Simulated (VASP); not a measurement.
## MnHg: single point with PBEsol

The system is MnHg.

```
Mn Hg
1.0
     3.50303    0.00000    3.50303
     0.00000    3.50303    3.50303
     0.00000    0.00000    7.00607
Mn Hg
2 2
Direct
  0.50000 0.50000 0.75000
  0.50000 0.50000 0.25000
  0.00000 0.00000 0.00000
  0.00000 0.00000 0.50000
```

```
Program             : VASP 6.6.1
Task                : single point
Functional          : PBEsol
Potentials or basis : VASP PAW PBE potentials, release 64 (Mn_pv, Hg)
Cutoff              : 520 eV
k mesh              : 12 × 12 × 6
Occupations         : gaussian, width 0.1 eV
Spin                : collinear spin, antiferromagnetic start
Starting moments    : [4.0, -4.0, 0.0, 0.0] μB
```

| Property | Result |
| --- | --- |
| Pressure | -12.1 GPa |
| Band gap on the k mesh | zero (filled and empty bands overlap) |
| Net moment | 0.00 μB per cell |
| Site moments | Mn +4.07, -4.07; Hg +0.00 μB |
| Valence electrons inside the program's atomic spheres | Mn 11.27; Hg 10.47 |

Levels at points of the mesh, in eV from the Fermi level:
Spin up:
```csv
k point,band 21,band 22,band 23,band 24,band 25,band 26,band 27,band 28,band 29,band 30
"(0.00, 0.00, 0.00)",-2.84,-2.84,-0.38,0.11,0.11,0.11,1.00,1.00,3.98,4.07
"(0.50, 0.00, 0.00)",-2.80,-2.80,-2.52,-1.47,-1.25,-1.25,0.84,0.84,0.92,1.02
"(0.00, 0.00, 0.50)",-2.80,-2.80,-2.62,-0.14,-0.14,0.50,0.87,0.87,1.57,2.84
```
Spin down:
| k point | band 21 | band 22 | band 23 | band 24 | band 25 | band 26 | band 27 | band 28 | band 29 | band 30 |
| --- | --- | --- | --- | --- | --- | --- | --- | --- | --- | --- |
| (0.00, 0.00, 0.00) | -2.84 | -2.84 | -0.38 | 0.11 | 0.11 | 0.11 | 1.00 | 1.00 | 3.98 | 4.07 |
| (0.50, 0.00, 0.00) | -2.80 | -2.80 | -2.52 | -1.47 | -1.25 | -1.25 | 0.84 | 0.84 | 0.92 | 1.02 |
| (0.00, 0.00, 0.50) | -2.80 | -2.80 | -2.62 | -0.14 | -0.14 | 0.50 | 0.87 | 0.87 | 1.57 | 2.84 |

Run time: 6.1 min on 1 thread of Intel(R) Xeon(R) Platinum 8259CL CPU @ 2.50GHz (Skylake/Cascade Lake), with other jobs on the host, peak memory 0.47 GiB.

Caveat: the cell stands under tension; the PAW data sets were made with another functional, which shifts forces and pressure a little; spin-orbit coupling is left out, which moves the levels of the heavy elements.
